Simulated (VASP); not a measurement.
# La (P6_3/mmc) in VASP: single point with r2SCAN

Aim: the single point of La with r2SCAN.

Program: VASP 6.6.1. These are calculated values, not measurements. Logs are shortened: lines on timing, memory, paths and dates and some standing lists are left out, and cuts for length are marked.

## 1. The cell of the first run

It takes space group P6_3/mmc (No. 194, hexagonal). The conventional cell has a = 3.770 Å, b = 3.770 Å, c = 12.159 Å, α = 90.00°, β = 90.00°, γ = 120.00°. Within 4.9 Å of La (site symmetry -6m2) lie 12 La at 3.74 to 3.77 Å. La (site symmetry -3m) has 12 La at 3.74 to 3.77 Å within 4.9 Å.

## 2. Single point, r2SCAN

File POSCAR:

```
La
1.0
    3.7700000000      0.0000000000      0.0000000000
   -1.8850000000      3.2649157723      0.0000000000
    0.0000000000      0.0000000000     12.1590000000
La
4
Direct
    0.6666666667      0.3333333333      0.2500000000
    0.3333333333      0.6666666667      0.7500000000
    0.0000000000      0.0000000000      0.5000000000
    0.0000000000      0.0000000000      0.0000000000
```

File INCAR.step1:

```
SYSTEM = La
  PREC = Accurate
  ENCUT = 520
  ISMEAR = -1
  SIGMA = 0.05
  LREAL = .False.
  LASPH = .True.
  NELM = 60
  NBANDS = 30
  GGA = PE
  ALGO = Normal
  EDIFF = 1E-4
  LWAVE = .True.
  LCHARG = .False.
```

File INCAR.step2:

```
SYSTEM = La
  PREC = Accurate
  ENCUT = 520
  EDIFF = 1E-6
  ISMEAR = -1
  SIGMA = 0.05
  LREAL = .False.
  LASPH = .True.
  NELM = 60
  ALGO = Normal
  ISIF = 2
  LWAVE = .False.
  LCHARG = .False.
  METAGGA = R2SCAN
  LMIXTAU = .True.
  NBANDS = 30
  ISTART = 1
```

File KPOINTS:

```
regular mesh
0
Gamma
  5 5 2
  0 0 0
```

Potentials or basis: VASP PAW PBE potentials, release 64 (La).

The run is started by

```bash
cat potpaw_PBE.64/La/POTCAR > POTCAR
cp INCAR.step1 INCAR
mpirun -np 1 vasp_std > vasp.out
cp INCAR.step2 INCAR
mpirun -np 1 vasp_std > vasp.out
```

OUTCAR:

```text
SYSTEM = La
   PREC = Accurate
   ENCUT = 520
   EDIFF = 1E-6
   ISMEAR = -1
   LREAL = .False.
   LASPH = .True.
   NELM = 60
   ISIF = 2
   METAGGA = R2SCAN
   ISTART = 1

 ion  position               nearest neighbor table
   1  0.667  0.333  0.250-
   2  0.333  0.667  0.750-
   3  0.000  0.000  0.500-
   4  0.000  0.000  0.000-

  LATTYP: Found a hexagonal cell.
 ALAT       =     3.7700000000
 C/A-ratio  =     3.2251989390

  Lattice vectors:

 A1 = (   3.7700000000,   0.0000000000,   0.0000000000)
 A2 = (  -1.8850000000,   3.2649157723,   0.0000000000)
 A3 = (   0.0000000000,   0.0000000000,  12.1590000000)

Analysis of symmetry for initial positions (statically):
=====================================================================
 Subroutine PRICEL returns:
 Original cell was already a primitive cell.

 Routine SETGRP: Setting up the symmetry group for a
 hexagonal supercell.

 Subroutine GETGRP returns: Found 24 space group operations
 (whereof 12 operations were pure point group operations)
 out of a pool of 24 trial point group operations.

The static configuration has the point symmetry D_3d.
 The point group associated with its full space group is D_6h.

Analysis of symmetry for dynamics (positions and initial velocities):
=====================================================================
 Subroutine PRICEL returns:
 Original cell was already a primitive cell.

 Routine SETGRP: Setting up the symmetry group for a
 hexagonal supercell.

 Subroutine GETGRP returns: Found 24 space group operations
 (whereof 12 operations were pure point group operations)
 out of a pool of 24 trial point group operations.

The dynamic configuration has the point symmetry D_3d.
 The point group associated with its full space group is D_6h.

 Subroutine INISYM returns: Found 24 space group operations
 (whereof 12 operations are pure point group operations),
 and found     1 'primitive' translations

----------------------------------------------------------------------------------------

                                     Primitive cell

  volume of cell :     149.6619

  direct lattice vectors                    reciprocal lattice vectors
     3.770000000  0.000000000  0.000000000     0.265251989  0.153143307  0.000000000
    -1.885000000  3.264915772  0.000000000     0.000000000  0.306286615  0.000000000
     0.000000000  0.000000000 12.159000000     0.000000000  0.000000000  0.082243606

  length of vectors
     3.770000000  3.770000000 12.159000000     0.306286615  0.306286615  0.082243606

  position of ions in fractional coordinates (direct lattice)
     0.666666667  0.333333333  0.250000000
     0.333333333  0.666666667  0.750000000
     0.000000000  0.000000000  0.500000000
     0.000000000  0.000000000  0.000000000

  ion indices of the primitive-cell ions
   primitive index   ion index
                 1           1
                 2           2
                 3           3
                 4           4

----------------------------------------------------------------------------------------

 KPOINTS: regular mesh

Automatic generation of k-mesh.
 Grid dimensions read from file:
 generate k-points for:    5    5    2

 Generating k-lattice:

  Cartesian coordinates                     Fractional coordinates (reciprocal lattice)
     0.053050398  0.030628661  0.000000000     0.200000000  0.000000000  0.000000000
     0.000000000  0.061257323  0.000000000     0.000000000  0.200000000  0.000000000
     0.000000000  0.000000000  0.041121803     0.000000000  0.000000000  0.500000000

  Length of vectors
     0.061257323  0.061257323  0.041121803

  Shift w.r.t. Gamma in fractional coordinates (k-lattice)
     0.000000000  0.000000000  0.000000000

 Subroutine IBZKPT returns following result:
 ===========================================

 Found     10 irreducible k-points:

 Following reciprocal coordinates:
            Coordinates               Weight
  0.000000  0.000000  0.000000      1.000000
  0.200000 -0.000000  0.000000      6.000000
  0.400000  0.000000  0.000000      6.000000
  0.200000  0.200000  0.000000      6.000000
  0.400000  0.200000  0.000000      6.000000
  0.000000  0.000000  0.500000      1.000000
  0.200000 -0.000000  0.500000      6.000000
  0.400000  0.000000  0.500000      6.000000
  0.200000  0.200000  0.500000      6.000000
  0.400000  0.200000  0.500000      6.000000
   k-points           NKPTS =     10   k-points in BZ     NKDIM =     10   number of bands    NBANDS=     30
   number of dos      NEDOS =    301   number of ions     NIONS =      4
   total plane-waves  NPLWV =  70560
   dimension x,y,z NGX =    28 NGY =   28 NGZ =   90
   dimension x,y,z NGXF=    56 NGYF=   56 NGZF=  180
   ions per type =               4
   NGX,Y,Z   is equivalent  to a cutoff of  12.35, 12.35, 12.31 a.u.
   NGXF,Y,Z  is equivalent  to a cutoff of  24.69, 24.69, 24.61 a.u.
 SYSTEM =  La
   PREC   = accura    normal or accurate (medium, high low for compatibility)
   ISTART =      1    job   : 0-new  1-cont  2-samecut
   ICHARG =      0    charge: 1-file 2-atom 10-const
   ISPIN  =      1    spin polarized calculation?
   LNONCOLLINEAR =      F non collinear calculations
   LSORBIT =      F    spin-orbit coupling
   LASPH  =      T    aspherical Exc in radial PAW
   ENCUT  =  520.0 eV  38.22 Ry    6.18 a.u.   7.01  7.01 22.61*2*pi/ulx,y,z
   NELM   =     60;   NELMIN=  2; NELMDL=  0     # of ELM steps
   EDIFF  = 0.1E-05   stopping-criterion for ELM
   LREAL  =      F    real-space projection
[... 7 lines left out ...]
   TEBEG  =    0.0;   TEEND  =   0.0 temperature during run
   PSTRESS=    0.0 pullay stress
   NELECT =      44.0000    total number of electrons
   NUPDOWN=      -1.0000    fix difference up-down
   EMIN   =  10.00;   EMAX   =-10.00  energy-range for DOS
   EFERMI =   0.00;   METHOD = LEGACY
   ISMEAR =    -1;   SIGMA  =   0.05  broadening in eV -4-tet -1-fermi 0-gaus
   EFERMI_NEDOS =   21; number of points for ismear=-14 and -15
   IALGO  =     38    algorithm
   IMIX   =      4    mixing-type and parameters
     AMIX     =   0.40;   BMIX     =  1.00
     AMIX_MAG =   1.60;   BMIX_MAG =  1.00
  volume/ion in A,a.u.               =      37.42       252.49
  Fermi-wavevector in a.u.,A,eV,Ry     =   1.088567  2.057094 16.122618  1.184979
  Thomas-Fermi vector in A             =   2.224752
   LORBIT       =      0    0 simple, 1 ext, 2 COOP (PROOUT), +10 PAW based schemes
   METAGGA = R2SCAN    functional components
   LHFCALC =     F    Hartree Fock is set to
   AEXX    =    0.0000 exact exchange contribution
   IVDW    =     0    specifies the selected vdW correction
   LEPSILON=     F    determine dielectric tensor
   LRPA    =     F    only Hartree local field effects (RPA)
 non-spin polarized calculation
  energy-cutoff  :      520.00
  volume of cell :      149.66
 maximum number of plane-waves:      4053
 NGX is ok and might be reduce to    28
   NGX = 13   NGY = 13   NGZ = 45

 number of electron      44.0000000 magnetization

 Free energy of the ion-electron system (eV)
  ---------------------------------------------------
  ext. energy  EPLUGINS =         0.00000000
  ---------------------------------------------------
  free energy    TOTEN  =      -118.88166090 eV

  energy without entropy =     -118.81114171  energy(sigma->0) =     -118.84640130

 E-fermi :   7.8754     XC(G=0): -10.1805

 val. band max:        7.8697308820   @ k =   0.2000  -0.0000   0.5000
 cond. band min:       7.8872176420   @ k =   0.4000   0.2000   0.0000
 fundamental gap:      0.0174867600
 Fermi energy:         7.8754246656

 k-point     1 :       0.0000    0.0000    0.0000
  band No.  band energies     occupation
      1     -26.1851      2.00000
      2     -26.1055      2.00000
      3     -26.0431      2.00000
      4     -25.9598      2.00000
      5     -10.1415      2.00000
      6      -9.4860      2.00000
[... 22 lines left out ...]
     29       9.5486      0.00000
     30       9.5986      0.00000

 k-point     2 :       0.2000   -0.0000    0.0000
  band No.  band energies     occupation
      1     -26.1238      2.00000
      2     -26.0604      2.00000
      3     -25.9980      2.00000
      4     -25.9322      2.00000
      5      -9.9781      2.00000
      6      -9.5723      2.00000
[... 22 lines left out ...]
     29       9.6119      0.00000
     30       9.7158      0.00000

 k-point     3 :       0.4000    0.0000    0.0000
  band No.  band energies     occupation
      1     -26.0117      2.00000
      2     -25.9859      2.00000
      3     -25.9237      2.00000
      4     -25.8975      2.00000
      5     -10.0014      2.00000
      6      -9.9909      2.00000
[... 22 lines left out ...]
     29       9.7397      0.00000
     30       9.8891      0.00000

 k-point     4 :       0.2000    0.2000    0.0000
  band No.  band energies     occupation
      1     -26.0355      2.00000
      2     -26.0003      2.00000
      3     -25.9381      2.00000
      4     -25.9021      2.00000
      5      -9.8090      2.00000
      6      -9.7941      2.00000
[... 22 lines left out ...]
     29       9.3842      0.00000
     30       9.5089      0.00000

 k-point     5 :       0.4000    0.2000    0.0000
  band No.  band energies     occupation
      1     -25.9698      2.00000
      2     -25.9627      2.00000
      3     -25.9006      2.00000
      4     -25.8934      2.00000
      5      -9.9555      2.00000
      6      -9.9481      2.00000
[... 22 lines left out ...]
     29       9.8202      0.00000
     30       9.8939      0.00000

 k-point     6 :       0.0000    0.0000    0.5000
  band No.  band energies     occupation
      1     -26.1560      2.00000
      2     -26.1560      2.00000
      3     -25.9908      2.00000
      4     -25.9908      2.00000
      5      -9.9505      2.00000
      6      -9.9505      2.00000
[... 22 lines left out ...]
     29       9.6070      0.00000
     30       9.6106      0.00000

 k-point     7 :       0.2000   -0.0000    0.5000
  band No.  band energies     occupation
      1     -26.0998      2.00000
      2     -26.0998      2.00000
      3     -25.9574      2.00000
      4     -25.9574      2.00000
      5      -9.8572      2.00000
      6      -9.8572      2.00000
[... 22 lines left out ...]
     29       9.6563      0.00000
     30       9.6719      0.00000

 k-point     8 :       0.4000    0.0000    0.5000
  band No.  band energies     occupation
      1     -26.0007      2.00000
      2     -26.0007      2.00000
      3     -25.9087      2.00000
      4     -25.9087      2.00000
      5      -9.9513      2.00000
      6      -9.9513      2.00000
[... 22 lines left out ...]
     29       9.6731      0.00000
     30       9.6731      0.00000

 k-point     9 :       0.2000    0.2000    0.5000
  band No.  band energies     occupation
      1     -26.0210      2.00000
      2     -26.0210      2.00000
      3     -25.9170      2.00000
      4     -25.9170      2.00000
      5      -9.8170      2.00000
      6      -9.8170      2.00000
[... 22 lines left out ...]
     29       9.5831      0.00000
     30       9.5831      0.00000

 k-point    10 :       0.4000    0.2000    0.5000
  band No.  band energies     occupation
      1     -25.9664      2.00000
      2     -25.9664      2.00000
      3     -25.8968      2.00000
      4     -25.8968      2.00000
      5      -9.9136      2.00000
      6      -9.9136      2.00000
[... 22 lines left out ...]
     29       9.8032      0.00000
     30       9.8058      0.00000

------------------------ aborting loop because EDIFF is reached ----------------------------------------

  FORCE on cell =-STRESS in cart. coord.  units (eV):
  Direction    XX          YY          ZZ          XY          YZ          ZX
  --------------------------------------------------------------------------------------
  -------------------------------------------------------------------------------------
  Total        0.8125558      0.8125558     -0.9553051      0.0000000      0.0000000      0.0000000
  in kB        8.6986646      8.6986646    -10.2268402      0.0000000      0.0000000      0.0000000
  external PRESSURE =       2.3901630 kB  Pullay stress =       0.0000000 kB

 VOLUME and BASIS-vectors are now :
 -----------------------------------------------------------------------------
  energy-cutoff  :      520.00
  volume of cell :      149.66
      direct lattice vectors                 reciprocal lattice vectors
     3.770000000  0.000000000  0.000000000     0.265251989  0.153143307  0.000000000
    -1.885000000  3.264915772  0.000000000     0.000000000  0.306286615  0.000000000
     0.000000000  0.000000000 12.159000000     0.000000000  0.000000000  0.082243606

 POSITION                                       TOTAL-FORCE (eV/Angst)
 -----------------------------------------------------------------------------------
      1.88500      1.08831      3.03975         0.000000     -0.000000     -0.000000
     -0.00000      2.17661      9.11925        -0.000000      0.000000     -0.000000
      0.00000      0.00000      6.07950         0.000000      0.000000      0.000000
      0.00000      0.00000      0.00000         0.000000      0.000000      0.000000
 -----------------------------------------------------------------------------------
    total drift:                                0.000000     -0.000000      0.000000

  FREE ENERGIE OF THE ION-ELECTRON SYSTEM (eV)
  ---------------------------------------------------
  free  energy   TOTEN  =      -118.8816608967 eV

  energy  without entropy=     -118.8111417088  energy(sigma->0) =     -118.84640130
```

Wall time 4.3 min (1 thread of Intel Xeon Platinum 8559C (Emerald Rapids), shared host); peak memory 0.28 GiB.

Results:

```
Free energy            : -118.8817 eV
Pressure               : 0.2 GPa
Band gap on the k mesh : zero (bands 22 and 23 overlap by 1.02 eV)
```

Stress tensor (GPa, compression positive):
```
 0.87  0.00  0.00
 0.00  0.87  0.00
 0.00  0.00 -1.02
```

Caveat: the k points lie up to 0.38 Å⁻¹ apart, too coarse for converged energies and pressures of a metal; the PAW data sets were made with another functional, which shifts forces and pressure a little; spin-orbit coupling is left out, which moves the levels of the heavy elements.
